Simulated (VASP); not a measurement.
# Sc: single point with r2SCAN+D3(BJ)

Sc:

```xyz
2
Lattice="3.3040 -0.0426 0.0199 -1.6889 2.8626 0.0101 0.0317 0.0368 5.3281" Properties=species:S:1:pos:R:3 pbc="T T T"
Sc    1.6635    0.9534    4.0127
Sc   -0.0167    1.9034    1.3454
```

This cell differs from its parent crystal: the cell strained at random.

```json
{"Program": "VASP 6.6.1", "Task": "single point", "Functional": "r2SCAN", "Dispersion": "D3(BJ)", "Potentials or basis": "VASP PAW PBE potentials, release 64 (Sc_sv)", "Cutoff": "520 eV", "k mesh": "7 × 7 × 4", "Occupations": "fermi-dirac, width 0.05 eV", "Spin": "no spin polarisation", "Dipole correction": "no", "Further INCAR settings": "ALGO = Normal; EDIFF = 1e-06; NBANDS = 18"}
```

| Quantity | Value |
| --- | --- |
| Pressure | -1.1 GPa |
| Largest force | 0.051 eV/Å |
| Band gap on the k mesh | zero (bands 11 and 12 overlap by 1.36 eV) |
| Dispersion energy per atom | -0.182 eV |

Forces in eV/Å, atoms in the order of the input:
```
Sc  -0.049  0.014  0.003
Sc   0.049 -0.014 -0.003
```

Stress tensor (GPa, compression positive):
```
-0.49  0.99 -0.31
 0.99  0.08 -0.36
-0.31 -0.36 -3.00
```

Levels at points of the mesh, in eV from the Fermi level:
| k point | band 8 | band 9 | band 10 | band 11 | band 12 | band 13 | band 14 | band 15 |
| --- | --- | --- | --- | --- | --- | --- | --- | --- |
| (0.00, 0.00, 0.00) | -28.98 | -5.47 | -1.74 | 0.15 | 1.69 | 1.86 | 1.97 | 2.12 |
| (0.00, 0.00, 0.50) | -29.02 | -3.94 | -3.94 | 0.95 | 0.95 | 1.66 | 1.67 | 1.92 |

Run time: 2.4 min on 1 thread of Intel(R) Xeon(R) 6975P-C (Granite Rapids) (shared host), peak memory 0.23 GiB.

Caveat: the cell differs from its parent crystal (the cell strained at random); the PAW data sets were made with another functional, which shifts forces and pressure a little.
